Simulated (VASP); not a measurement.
Mg:

```
Mg
1.0
     3.20930    0.00000    0.00000
    -1.60465    2.77934    0.00000
     0.00000    0.00000    5.21030
Mg
2
Direct
  0.66667 0.33333 0.75000
  0.33333 0.66667 0.25000
```

```yaml
Program: VASP 6.6.1
Task: relaxation of cell and atoms
Functional: RPBE
Dispersion: D4
Potentials_or_basis: VASP PAW PBE potentials, release 64 (Mg)
Cutoff: 600 eV
k_mesh: 10 × 10 × 5
Occupations: fermi-dirac, width 0.05 eV
Spin: no spin polarisation
```

At the start: pressure 15.0 GPa; volume 23.24 Å³/atom.

Problem. Where does the relaxation end?

Solution. Over 22 steps the energy falls by 3.1 meV/atom; space group P6_3/mmc (No. 194, to 0.05 Å).

Step by step:
```
step  energy change (eV)  largest force (eV/Å)  pressure (GPa)  volume (Å³)
   1              0.0000                0.0000           15.00        46.47
   2              0.4870                0.0000           -6.67        62.69
   3              0.2362                0.0000           -5.66        56.24
   4              0.1324                0.0000           -4.75        53.05
   5              0.0469                0.0000           -3.36        49.69
   6              0.0173                0.0000           -2.48        48.06
   7              0.0062                0.0000           -1.98        47.26
   8              0.0016                0.0000           -1.72        46.87
   9             -0.0004                0.0000           -1.58        46.67
  10             -0.0013                0.0000           -1.34        46.57
  11             -0.0015                0.0000            0.21        46.52
  12             -0.0015                0.0000           -0.27        46.53
  13             -0.0015                0.0000           -0.03        46.53
  14             -0.0015                0.0000            0.04        46.53
  15             -0.0027                0.0000           -0.05        46.53
  16             -0.0058                0.0000           -0.90        46.53
  17             -0.0005                0.0000           -1.32        46.51
  18             -0.0061                0.0000           -1.14        46.53
  19             -0.0063                0.0000            0.37        46.49
  20             -0.0063                0.0000           -0.06        46.50
  21             -0.0063                0.0000           -0.02        46.50
  22             -0.0063                0.0000           -0.01        46.50
```

Final structure:
```
CELL_PARAMETERS angstrom
3.17743 0.00000 0.00000
-1.58871 2.75173 0.00000
0.00000 0.00000 5.31776
ATOMIC_POSITIONS crystal
Mg 0.66667 0.33333 0.75000
Mg 0.33333 0.66667 0.25000
```

Caveat: the PAW data sets were made with another functional, which shifts forces and pressure a little; pairwise dispersion overbinds metals, which lowers pressure and volume.
